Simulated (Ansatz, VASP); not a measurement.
Two plane-wave programs on BaTiO3

The input INCAR:

```
SYSTEM = BaTiO3
  PREC = Accurate
  ENCUT = 520
  EDIFF = 1E-6
  ISMEAR = 0
  SIGMA = 0.01
  LREAL = .FALSE.
  LASPH = .TRUE.
  NELM = 150
  ALGO = Normal
  ISIF = 2
  LWAVE = .FALSE.
  LCHARG = .FALSE.
  MAGMOM = 0 0 0 0 0 0 0 0 0 0 0 0 0 0 0
  LORBIT = 11
  LSORBIT = .TRUE.
  GGA_COMPAT = .FALSE.
  LORBMOM = .TRUE.
  LMAXMIX = 4
  GGA = PE
  NBANDS = 55
```

Contents of KPOINTS:

```
regular mesh
0
G
  6 6 6
  0 0 0
```

Contents of POSCAR:

```
BaTiO3
1.0
    2.8399983144      1.6396737913      2.3313532688
   -2.8399983144      1.6396737913      2.3313532688
    0.0000000000     -3.2793475827      2.3313532687
Ba Ti O
1 1 3
Direct
   -0.0032057798     -0.0032057798     -0.0032057798
    0.4833346617      0.4833346617      0.4833346617
    0.5098255445      0.5098255445      0.0194200292
    0.0194200292      0.5098255445      0.5098255445
    0.5098255445      0.0194200292      0.5098255445
```

Input for Ansatz:

```yaml
crystal:
  lattice:
    - [2.8399983144, 1.6396737913, 2.3313532688]
    - [-2.8399983144, 1.6396737913, 2.3313532688]
    - [0.0, -3.2793475827, 2.3313532687]
  atoms:
    - { symbol: Ba, position: [-0.0032057798, -0.0032057798, -0.0032057798] }
    - { symbol: Ti, position: [0.4833346617, 0.4833346617, 0.4833346617] }
    - { symbol: O, position: [0.5098255445, 0.5098255445, 0.0194200292] }
    - { symbol: O, position: [0.0194200292, 0.5098255445, 0.5098255445] }
    - { symbol: O, position: [0.5098255445, 0.0194200292, 0.5098255445] }
kpoints:
  mp_grid: { grid: [6, 6, 6] }
  band_path:
    path:
      - [0.0, 0.0, 0.0]
      - [0.5, 0.5, 0.5]
      - [0.503566118, 0.496433882, 0.5]
      - [0.5, -0.496433882, 0.496433882]
      - [0.5, 0.0, 0.0]
      - [0.498216941, -0.498216941, 0.0]
      - [0.501783059, 0.0, 0.498216941]
      - [-0.052083, 0.010417, 0.010417]
      - [0.0498216941, -0.0498216941, 0.0]
    npoints: 1
hamiltonian:
  xc: pbe
scf:
  occupations: { method: fixed }
  n_extra_bands: 10
magnetization:
  noncollinear: true
  spin_orbit: true
output:
  forces: true
  stress: true
  eigenvalues: true
  write_density: true
  write_potential: true
  elf: true
  volumetric_format: npy
```

Alike in both runs: task single point; functional PBE; k mesh 6 × 6 × 6; non-collinear spin, spin-orbit coupling.

|  | VASP | Ansatz |
| --- | --- | --- |
| version | VASP 6.6.1 | Ansatz 0.2.0 |
| potentials or method | VASP PAW PBE potentials, release 64 (Ba_sv, Ti_sv, O) | plane waves, PAW |
| plane-wave cutoff (eV) | 520 | 420 |
| occupations | gaussian, width 0.01 eV | fixed |
| valence electrons in the cell | 40 | 40 |

Ansatz gave:

| Quantity | Value |
| --- | --- |
| pressure (GPa) | 3.2 |
| traceless stress, the component that is largest in VASP (GPa) | -0.09 |
| rms of the force components (eV/Å) | 0.043 |

Question: Estimate VASP's values.

Answer: Pressure (GPa): 4.9; traceless stress, the component that is largest in VASP (GPa): -0.14; rms of the force components (eV/Å): 0.067.

Atom by atom the forces differ by 0.031 eV/Å (rms over components).
